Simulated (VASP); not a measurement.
Wanted: the native input for a VASP 6.6.1 run.

```
Task                   : single point
Functional             : PBE
Potentials or basis    : VASP PAW PBE potentials, release 64 (Si, Ti_sv)
Cutoff                 : 520 eV
k mesh                 : 2 × 2 × 2
Occupations            : gaussian, width 0.02 eV
Spin                   : no spin polarisation
Dipole correction      : no
Further INCAR settings : LREAL = Auto; ALGO = Normal; EDIFF = 1e-07; NBANDS = 52
```

The structure of TiSi16 (a cell with a defect) lies in POSCAR:

```
TiSi16
1.0
    0.0000000000      5.4300000000      5.4300000000
    5.4300000000      0.0000000000      5.4300000000
    5.4300000000      5.4300000000      0.0000000000
Si Ti
16 1
Direct
   -0.0009149171      0.0007593002     -0.0057983425
    0.1336279006      0.1352763352      0.0960061694
    0.0102500000      0.0111875691      0.4671271639
    0.1165269797      0.1169877532      0.6217811234
   -0.0007553407      0.5062337937     -0.0061052486
    0.1141437385      0.6272240331      0.1315395028
   -0.0269619705      0.5099043278      0.5070037753
    0.1166291897      0.6448466851      0.6214757827
    0.5044826888      0.0002123389     -0.0047311234
    0.6255631676      0.1147302026      0.1332259669
    0.5092711786     -0.0276367403      0.5089967772
    0.6439974217      0.1164697974      0.6229191529
    0.4895646409      0.4907990792      0.0289379374
    0.6257422652      0.6267115101      0.1326623389
    0.5095390424      0.5092813996      0.5085830571
    0.6135604972      0.6125072744      0.6608023020
    0.3522219153      0.3517637201      0.4439141805
```

The input as run:

INCAR

```
SYSTEM = TiSi16
PREC = Accurate ; ENCUT = 520
EDIFF = 1E-7 ; ISMEAR = 0
SIGMA = 0.02 ; LREAL = Auto
LASPH = .TRUE. ; NELM = 80
ALGO = Normal ; ISIF = 2
LWAVE = .FALSE. ; LCHARG = .FALSE.
GGA = PE ; NBANDS = 52
```

KPOINTS

```
Automatic mesh
0
G
  2 2 2
  0 0 0
```

Potentials or basis: VASP PAW PBE potentials, release 64 (Si, Ti_sv).

Launch:

```console
$ cat potpaw_PBE.64/Si/POTCAR potpaw_PBE.64/Ti_sv/POTCAR > POTCAR
$ mpirun -np 1 vasp_std > vasp.out
```

It gave:

- Pressure: 4.3 GPa
- Largest force: 2.228 eV/Å
- Band gap on the k mesh: zero (bands 38 and 39 overlap by 0.28 eV)

Caveat: the k points lie up to 0.50 Å⁻¹ apart.

Run time: 4.1 min on 1 thread of Intel(R) Xeon(R) Platinum 8488C (Sapphire Rapids), with other jobs on the host, peak memory 0.5 GiB.
